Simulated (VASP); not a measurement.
The system is Ta.

```
CELL_PARAMETERS angstrom
2.72487 0.00000 0.00000
0.00000 2.72487 0.00000
0.00000 0.00000 2.72487
ATOMIC_POSITIONS crystal
Ta 0.00000 0.00000 0.00000
```

This isn't the form of Ta at room conditions, which is bcc.

Base run:

- Program: VASP 6.6.1
- Functional: r2SCAN
- Potentials or basis: VASP PAW PBE potentials, release 64 (Ta_pv)
- Cutoff: 520 eV
- k mesh: 13 × 13 × 13
- Occupations: fermi-dirac, width 0.1 eV
- Spin: no spin polarisation

Its results: band gap on the k mesh zero (an odd number of electrons rules out a gap without spin polarisation); pressure 0.7 GPa.

**Question.** The run is repeated on the same cell with these changes: k mesh from 13 × 13 × 13 to 19 × 19 × 19. What comes out?

**Answer.** Band gap on the k mesh zero (an odd number of electrons rules out a gap without spin polarisation); pressure 1.4 GPa.

Caveats: the PAW data sets were made with another functional, which shifts forces and pressure a little; spin-orbit coupling is left out, which moves the levels of the heavy elements.
